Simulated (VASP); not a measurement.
A run of VASP 6.6.1 is set up as follows.

File INCAR:

```
  ALGO = Normal
  EDIFF = 1E-6
  ENCUT = 520
  GGA = PE
  ISIF = 2
  ISMEAR = -1
  LASPH = T
  LCHARG = F
  LREAL = F
  LWAVE = F
  NBANDS = 16
  NELM = 60
  PREC = Accurate
  SIGMA = 0.05
```

KPOINTS

```
k-points
0
Gamma
  11 11 11
```

File POSCAR:

```
CdTe
1.0
    3.5143276115      0.0000000000      0.0000000000
    0.0000000000      3.5143276115      0.0000000000
    0.0000000000      0.0000000000      3.5143276115
Cd Te
1 1
Direct
    0.0000000000      0.0000000000      0.0000000000
    0.5000000000      0.5000000000      0.5000000000
```

Potentials or basis: VASP PAW PBE potentials, release 64 (Cd, Te).

Command:

```console
$ cat potpaw_PBE.64/Cd/POTCAR potpaw_PBE.64/Te/POTCAR > POTCAR
$ mpirun -np 1 vasp_std > vasp.out
```

Q: What does it give for the pressure?

A: 18.0 GPa.

Q: Predict the band gap on the k mesh.

A: Zero (band 9 reaches 8.05 eV, above the bottom of band 10 at 5.91 eV).

Caveat: spin-orbit coupling is left out, which moves the levels of the heavy elements.
